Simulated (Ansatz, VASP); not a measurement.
## Au: VASP beside Ansatz

File POSCAR:

```
Au
1.0
    2.7484100000      0.0000000000      0.0000000000
    0.0000000000      2.7484100000      0.0000000000
    0.0000000000      0.0000000000      2.7484100000
Au
1
Direct
    0.5000000000      0.5000000000      0.5000000000
```

File INCAR.step1:

```
PREC     = Accurate       # precision mode
ENCUT    = 600            # plane-wave cutoff, eV
EDIFF    = 1E-5           # SCF threshold, eV
ISMEAR   = -1             # smearing method
SIGMA    = 0.05           # smearing width, eV
LREAL    = F              # projectors in reciprocal space
LASPH    = T              # aspherical terms in the spheres
NELM     = 80             # most SCF steps
ALGO     = Normal         # electronic algorithm
LWAVE    = T              # write WAVECAR
LCHARG   = F              # write CHGCAR
GGA      = PE             # functional
NBANDS   = 12             # bands
```

Contents of INCAR.step2:

```
PREC     = Accurate       # precision mode
ENCUT    = 600            # plane-wave cutoff, eV
EDIFF    = 1E-6           # SCF threshold, eV
ISMEAR   = -1             # smearing method
SIGMA    = 0.05           # smearing width, eV
LREAL    = F              # projectors in reciprocal space
LASPH    = T              # aspherical terms in the spheres
NELM     = 80             # most SCF steps
ALGO     = Normal         # electronic algorithm
ISIF     = 3              # what is computed and relaxed
LWAVE    = F              # write WAVECAR
LCHARG   = F              # write CHGCAR
GGA      = PS             # functional
LHFCALC  = T              # exact exchange
AEXX     = 0.25           # exact-exchange fraction
HFSCREEN = 0.207          # screening, 1/A
PRECFOCK = Normal       
IBRION   = 2              # ionic algorithm
NSW      = 60             # ionic steps
EDIFFG   = -0.01          # ionic threshold
ISTART   = 1
```

Contents of KPOINTS:

```
Automatic mesh
0
Gamma
  5 5 5
```

The input input.yaml:

```yaml
crystal:
  lattice:
    - [2.74841, 0.0, 0.0]
    - [0.0, 2.74841, 0.0]
    - [0.0, 0.0, 2.74841]
  atoms:
    - { symbol: Au, position: [0.5, 0.5, 0.5] }
hamiltonian:
  xc:
    exchange: hjs_pbesol
    correlation: pbesol
    exx: { coeff: 0.25, omega: 0.207 }
  pseudopotentials: { kind: paw }
kpoints:
  mp_grid: { grid: [5, 5, 5] }
scf:
  occupations: { method: fermi_dirac, width: 0.05 }
output:
  forces: true
  stress: true
  eigenvalues: true
  write_density: true
  write_potential: true
  elf: true
  volumetric_format: npy
relax:
  f_tol: 0.01
  max_steps: 40
  cell: { stress_tol: 0.05 }
```

Alike in both runs: task relaxation of cell and atoms; functional PBEsol-based screened hybrid; k mesh 5 × 5 × 5; occupations fermi-dirac, width 0.05 eV; no spin polarisation.

```csv
,VASP,Ansatz
version,VASP 6.6.1,Ansatz 0.2.0
potentials or method,"VASP PAW PBE potentials, release 64 (Au)",Ansatz PAW
plane-wave cutoff (eV),600,420
valence electrons in the cell,11,19
```

|  | VASP | Ansatz | Ansatz less VASP |
| --- | --- | --- | --- |
| gap on the k mesh at the Fermi level, each at its own relaxed structure (eV) | none | none | - |
| relaxed volume (Å³/atom) | 19.79 | 19.75 | -0.042 |
| relaxed cell length with the largest relative difference (Å) | 2.705 | 2.703 | -0.0019 |

VASP's potentials were made for PBE, not for PBEsol-based screened hybrid. A gap of «none» marks a metal or a gap that the smearing closes. VASP's potentials hold 11 valence electrons a cell and Ansatz's 19, so a difference there can come from the potentials and not from the codes.

The k mesh is coarse, so the values compare programs but aren't converged. Neither program's run includes spin-orbit coupling. Noted on Ansatz's run: the plane-wave basis is chosen anew once the cell has moved, so the energies of steps on either side of that aren't comparable.
